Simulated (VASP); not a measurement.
Set up this calculation in VASP 6.6.1, as the native input.

- Task: single point
- Functional: PBEsol
- Potentials or basis: VASP PAW PBE potentials, release 64 (Cd)
- Cutoff: 520 eV
- k mesh: 10 × 10 × 5
- Occupations: fermi-dirac, width 0.05 eV
- Spin: no spin polarisation
- Dipole correction: no
- Further INCAR settings: ALGO = Normal; EDIFF = 1e-06; NBANDS = 19

The structure of Cd lies in POSCAR:

```
Cd
1.0
    2.8816247530      0.0000000000      0.0000000000
   -1.4408123765      2.4955602403      0.0000000000
    0.0000000000      0.0000000000      5.1433568425
Cd
2
Direct
    0.6666666667      0.3333333333      0.7500000000
    0.3333333333      0.6666666667      0.2500000000
```

One way to write it, as run:

INCAR

```
SYSTEM = Cd
ALGO = Normal
EDIFF = 1E-6
ENCUT = 520
GGA = PS
ISIF = 2
ISMEAR = -1
LASPH = .TRUE.
LCHARG = .TRUE.
LELF = .TRUE.
LREAL = .FALSE.
LVHAR = .TRUE.
LWAVE = .FALSE.
NBANDS = 19
NELM = 60
PREC = Accurate
SIGMA = 0.05
```

KPOINTS

```
k-points
0
G
  10 10 5
  0 0 0
```

Potentials or basis: VASP PAW PBE potentials, release 64 (Cd).

Run with:

```bash
$ cat potpaw_PBE.64/Cd/POTCAR > POTCAR
$ mpirun -np 1 vasp_std > vasp.out
```

Results of the run:

| Quantity | Value |
| --- | --- |
| Pressure | 10.7 GPa |
| Band gap on the k mesh | zero (band 12 reaches 5.18 eV, above the bottom of band 13 at 1.79 eV) |

Caveat: the PAW data sets were made with another functional, which shifts forces and pressure a little.

It took 15 s on 1 thread of AMD EPYC 9R14 (Zen 4) (shared host), peak memory 0.14 GiB.
